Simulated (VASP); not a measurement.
# Y4N (Pm-3m) in VASP: further runs

Y4N is run at these levels: PBE; tasks: single point, relaxation of cell and atoms.

All numbers are computed with VASP 6.6.1; they aren't measurements. Logs are shortened: lines on timing, memory, paths and dates and some standing lists are left out, and cuts for length are marked.

## 1. The cell of the first run

Symmetry: Pm-3m, No. 221, cubic system. Conventional cell: a = 4.747 Å, b = 4.747 Å, c = 4.747 Å, α = 90.00°, β = 90.00°, γ = 90.00°. Within 4.4 Å of Y (site symmetry m-3m) lie 12 Y at 3.36 Å and 8 N at 4.11 Å. Within 3.1 Å of Y (site symmetry 4/mmm) lie 2 N at 2.37 Å. N (site symmetry m-3m) has 6 Y at 2.37 Å within 3.1 Å.

The cell was built from a structure type or drawn by symmetry, and may not be a known phase.

## 2. Single point, PBE, collinear spin, ferromagnetic start

Input file INCAR:

```
  PREC = Accurate
  ENCUT = 520
  EDIFF = 1E-6
  ISMEAR = 0
  SIGMA = 0.1
  LREAL = False
  LASPH = True
  NELM = 150
  ALGO = Normal
  ISIF = 2
  LWAVE = False
  LCHARG = True
  ISPIN = 2
  MAGMOM = 0 0 0 0 1
  LORBIT = 11
  LMAXMIX = 4
  GGA = PE
  LELF = True
  LVHAR = True
  NBANDS = 36
```

Input file KPOINTS:

```
Automatic mesh
0
Gamma
  4 4 4
```

Input file POSCAR:

```
Y4N
1.0
    4.7468680400      0.0000000000      0.0000000000
    0.0000000000      4.7468680400      0.0000000000
    0.0000000000      0.0000000000      4.7468680400
Y N
4 1
Direct
    0.0000000000      0.0000000000      0.0000000000
    0.5000000000      0.5000000000      0.0000000000
    0.5000000000      0.0000000000      0.5000000000
    0.0000000000      0.5000000000      0.5000000000
    0.5000000000      0.5000000000      0.5000000000
```

Potentials or basis: VASP PAW PBE potentials, release 64 (Y_sv, N).

Launch:

```bash
> cat potpaw_PBE.64/Y_sv/POTCAR potpaw_PBE.64/N/POTCAR > POTCAR
> mpirun -np 1 vasp_std > vasp.out
```

OUTCAR:

```text
PREC = Accurate
   ENCUT = 520
   EDIFF = 1E-6
   ISMEAR = 0
   LREAL = False
   LASPH = True
   NELM = 150
   ISIF = 2
   ISPIN = 2
   LORBIT = 11
   GGA = PE

 ion  position               nearest neighbor table
   1  0.000  0.000  0.000-   2 3.36   3 3.36   4 3.36   3 3.36   4 3.36   2 3.36   4 3.36   4 3.36
                             2 3.36   3 3.36   3 3.36   2 3.36
   2  0.500  0.500  0.000-   5 2.37   5 2.37   4 3.36   1 3.36   3 3.36   4 3.36   3 3.36   1 3.36
                             3 3.36   3 3.36   1 3.36   4 3.36   4 3.36   1 3.36
   3  0.500  0.000  0.500-   5 2.37   5 2.37   4 3.36   1 3.36   1 3.36   2 3.36   2 3.36   4 3.36
                             2 3.36   2 3.36   1 3.36   4 3.36   1 3.36   4 3.36
   4  0.000  0.500  0.500-   5 2.37   5 2.37   3 3.36   1 3.36   1 3.36   2 3.36   1 3.36   3 3.36
                             1 3.36   2 3.36   3 3.36   2 3.36   2 3.36   3 3.36
   5  0.500  0.500  0.500-   2 2.37   3 2.37   4 2.37   2 2.37   3 2.37   4 2.37

  LATTYP: Found a simple cubic cell.
 ALAT       =     4.7468680400

  Lattice vectors:

 A1 = (   4.7468680400,   0.0000000000,   0.0000000000)
 A2 = (   0.0000000000,   4.7468680400,   0.0000000000)
 A3 = (   0.0000000000,   0.0000000000,   4.7468680400)

Analysis of symmetry for initial positions (statically):
=====================================================================
 Subroutine PRICEL returns:
 Original cell was already a primitive cell.

 Routine SETGRP: Setting up the symmetry group for a
 simple cubic supercell.

 Subroutine GETGRP returns: Found 48 space group operations
 (whereof 48 operations were pure point group operations)
 out of a pool of 48 trial point group operations.

The static configuration has the point symmetry O_h .

Analysis of symmetry for dynamics (positions and initial velocities):
=====================================================================
 Subroutine PRICEL returns:
 Original cell was already a primitive cell.

 Routine SETGRP: Setting up the symmetry group for a
 simple cubic supercell.

 Subroutine GETGRP returns: Found 48 space group operations
 (whereof 48 operations were pure point group operations)
 out of a pool of 48 trial point group operations.

The dynamic configuration has the point symmetry O_h .

Analysis of structural, dynamic, and magnetic symmetry:
=====================================================================
 Subroutine PRICEL returns:
 Original cell was already a primitive cell.

 Routine SETGRP: Setting up the symmetry group for a
 simple cubic supercell.

 Subroutine GETGRP returns: Found 48 space group operations
 (whereof 48 operations were pure point group operations)
 out of a pool of 48 trial point group operations.

The overall configuration has the point symmetry O_h .

 Subroutine INISYM returns: Found 48 space group operations
 (whereof 48 operations are pure point group operations),
 and found     1 'primitive' translations

----------------------------------------------------------------------------------------

                                     Primitive cell

  volume of cell :     106.9600

  direct lattice vectors                    reciprocal lattice vectors
     4.746868040  0.000000000  0.000000000     0.210665220  0.000000000  0.000000000
     0.000000000  4.746868040  0.000000000     0.000000000  0.210665220  0.000000000
     0.000000000  0.000000000  4.746868040     0.000000000  0.000000000  0.210665220

  length of vectors
     4.746868040  4.746868040  4.746868040     0.210665220  0.210665220  0.210665220

  position of ions in fractional coordinates (direct lattice)
     0.000000000  0.000000000  0.000000000
     0.500000000  0.500000000  0.000000000
     0.500000000  0.000000000  0.500000000
     0.000000000  0.500000000  0.500000000
     0.500000000  0.500000000  0.500000000

  ion indices of the primitive-cell ions
   primitive index   ion index
                 1           1
                 2           2
                 3           3
                 4           4
                 5           5
[... 33 lines left out ...]
  0.500000  0.250000  0.000000     12.000000
  0.500000  0.500000  0.000000      3.000000
  0.250000  0.250000  0.250000      8.000000
  0.500000  0.250000  0.250000     12.000000
  0.500000  0.500000  0.250000      6.000000
  0.500000  0.500000  0.500000      1.000000
   k-points           NKPTS =     10   k-points in BZ     NKDIM =     10   number of bands    NBANDS=     36
   number of dos      NEDOS =    301   number of ions     NIONS =      5
   total plane-waves  NPLWV =  46656
   dimension x,y,z NGX =    36 NGY =   36 NGZ =   36
   dimension x,y,z NGXF=    72 NGYF=   72 NGZF=   72
   ions per type =               4   1
   NGX,Y,Z   is equivalent  to a cutoff of  12.61, 12.61, 12.61 a.u.
   NGXF,Y,Z  is equivalent  to a cutoff of  25.22, 25.22, 25.22 a.u.
 SYSTEM =  unknown system
   PREC   = accura    normal or accurate (medium, high low for compatibility)
   ISTART =      0    job   : 0-new  1-cont  2-samecut
   ICHARG =      2    charge: 1-file 2-atom 10-const
   ISPIN  =      2    spin polarized calculation?
   LNONCOLLINEAR =      F non collinear calculations
   LSORBIT =      F    spin-orbit coupling
   LASPH  =      T    aspherical Exc in radial PAW
   ENCUT  =  520.0 eV  38.22 Ry    6.18 a.u.   8.83  8.83  8.83*2*pi/ulx,y,z
   NELM   =    150;   NELMIN=  2; NELMDL= -5     # of ELM steps
   EDIFF  = 0.1E-05   stopping-criterion for ELM
   LREAL  =      F    real-space projection
   EDIFFG = 0.1E-04   stopping-criterion for IOM
   NSW    =      0    number of steps for IOM
   IBRION =     -1    ionic relax: 0-MD 1-quasi-New 2-CG
   NFREE  =      0    steps in history (QN), initial steepest desc. (CG)
   ISIF   =      2    stress and relaxation
   ISYM   =      2    0-nonsym 1-usesym 2-fastsym
   POTIM  = 0.5000    time-step for ionic-motion
   TEBEG  =    0.0;   TEEND  =   0.0 temperature during run
   PSTRESS=    0.0 pullay stress
   NELECT =      49.0000    total number of electrons
   NUPDOWN=      -1.0000    fix difference up-down
   EMIN   =  10.00;   EMAX   =-10.00  energy-range for DOS
   EFERMI =   0.00;   METHOD = LEGACY
   ISMEAR =     0;   SIGMA  =   0.10  broadening in eV -4-tet -1-fermi 0-gaus
   EFERMI_NEDOS =   21; number of points for ismear=-14 and -15
   IALGO  =     38    algorithm
   IMIX   =      4    mixing-type and parameters
     AMIX     =   0.40;   BMIX     =  1.00
     AMIX_MAG =   1.60;   BMIX_MAG =  1.00
  volume/ion in A,a.u.               =      21.39       144.36
  Fermi-wavevector in a.u.,A,eV,Ry     =   1.262020  2.384873 21.669937  1.592695
  Thomas-Fermi vector in A             =   2.395450
   LORBIT       =     11    0 simple, 1 ext, 2 COOP (PROOUT), +10 PAW based schemes
   GGA     = PE    functional components
   LHFCALC =     F    Hartree Fock is set to
   AEXX    =    0.0000 exact exchange contribution
   IVDW    =     0    specifies the selected vdW correction
   LEPSILON=     F    determine dielectric tensor
   LRPA    =     F    only Hartree local field effects (RPA)
 spin polarized calculation
 Gauss-broadening in eV      SIGMA  =   0.10
  energy-cutoff  :      520.00
  volume of cell :      106.96
 maximum number of plane-waves:      2897
 NGX is ok and might be reduce to    36
   NGX = 17   NGY = 17   NGZ = 17

 number of electron      49.0000004 magnetization       0.0001760

 Free energy of the ion-electron system (eV)
  ---------------------------------------------------
  ext. energy  EPLUGINS =         0.00000000
  ---------------------------------------------------
  free energy    TOTEN  =       -36.16285449 eV

  energy without entropy =      -36.13502755  energy(sigma->0) =      -36.14894102

 E-fermi :   4.5329     XC(G=0): -10.6125

 val. band max:        4.5326202603   @ k =   0.5000   0.0000   0.0000
 cond. band min:       4.5713101793   @ k =   0.5000   0.0000   0.0000
 fundamental gap:      0.0386899190
 Fermi energy:         4.5328512048

 spin component 1

 k-point     1 :       0.0000    0.0000    0.0000
  band No.  band energies     occupation
      1     -37.6335      1.00000
      2     -37.3703      1.00000
      3     -37.2430      1.00000
      4     -37.2430      1.00000
      5     -18.0787      1.00000
      6     -18.0787      1.00000
[... 379 lines left out ...]
     35       9.9020      0.00000
     36      10.8073      0.00000
 Fermi energy:         4.5328512048

 spin component 2

 k-point     1 :       0.0000    0.0000    0.0000
  band No.  band energies     occupation
      1     -37.6334      1.00000
      2     -37.3703      1.00000
      3     -37.2430      1.00000
      4     -37.2430      1.00000
      5     -18.0787      1.00000
      6     -18.0787      1.00000
[... 379 lines left out ...]
     35       9.9021      0.00000
     36      10.8073      0.00000

------------------------ aborting loop because EDIFF is reached ----------------------------------------

  FORCE on cell =-STRESS in cart. coord.  units (eV):
  Direction    XX          YY          ZZ          XY          YZ          ZX
  --------------------------------------------------------------------------------------
  -------------------------------------------------------------------------------------
  Total        8.0769985      8.0769985      8.0769985      0.0000000     -0.0000000      0.0000000
  in kB      120.9871111    120.9871111    120.9871111      0.0000000     -0.0000000      0.0000000
  external PRESSURE =     120.9871111 kB  Pullay stress =       0.0000000 kB

 VOLUME and BASIS-vectors are now :
 -----------------------------------------------------------------------------
  energy-cutoff  :      520.00
  volume of cell :      106.96
      direct lattice vectors                 reciprocal lattice vectors
     4.746868040  0.000000000  0.000000000     0.210665220  0.000000000  0.000000000
     0.000000000  4.746868040  0.000000000     0.000000000  0.210665220  0.000000000
     0.000000000  0.000000000  4.746868040     0.000000000  0.000000000  0.210665220

 POSITION                                       TOTAL-FORCE (eV/Angst)
 -----------------------------------------------------------------------------------
      0.00000      0.00000      0.00000         0.000000      0.000000      0.000000
      2.37343      2.37343      0.00000         0.000000      0.000000      0.000000
      2.37343      0.00000      2.37343         0.000000      0.000000      0.000000
      0.00000      2.37343      2.37343         0.000000      0.000000      0.000000
      2.37343      2.37343      2.37343         0.000000      0.000000      0.000000
 -----------------------------------------------------------------------------------
    total drift:                                0.000000      0.000000      0.000000

  FREE ENERGIE OF THE ION-ELECTRON SYSTEM (eV)
  ---------------------------------------------------
  free  energy   TOTEN  =       -36.1628544870 eV

  energy  without entropy=      -36.1350275474  energy(sigma->0) =      -36.14894102

 total charge

# of ion       s       p       d       f       tot
--------------------------------------------------
    1        2.312   6.302   1.136   0.011   9.760
    2        2.269   6.371   1.202   0.049   9.892
    3        2.269   6.371   1.202   0.049   9.892
    4        2.269   6.371   1.202   0.049   9.892
    5        1.253   2.442   0.000   0.000   3.695
--------------------------------------------------
tot         10.373  27.855   4.743   0.158  43.130

 magnetization (x)

# of ion       s       p       d       f       tot
--------------------------------------------------
    1        0.000   0.000   0.000   0.000   0.000
    2        0.000   0.000   0.000   0.000   0.000
    3        0.000   0.000   0.000   0.000   0.000
    4        0.000   0.000   0.000   0.000   0.000
    5       -0.000   0.000   0.000   0.000  -0.000
--------------------------------------------------
tot          0.000   0.000   0.000   0.000   0.000
```

It took 2.2 min on 1 thread of Intel Xeon Platinum 8259CL at 2.50GHz (Skylake/Cascade Lake), shared host; peak memory 0.27 GiB.

What came out:

```yaml
Free_energy: -36.1629 eV
Pressure: 12.1 GPa
Net_moment: 0.00 μB per cell
Valence_electrons_inside_the_program's_atomic_spheres: Y 9.76, 9.89 (each value once); N 3.69
```

Caveat: the cell stands under pressure.

(Continued in part 2 of 2.)
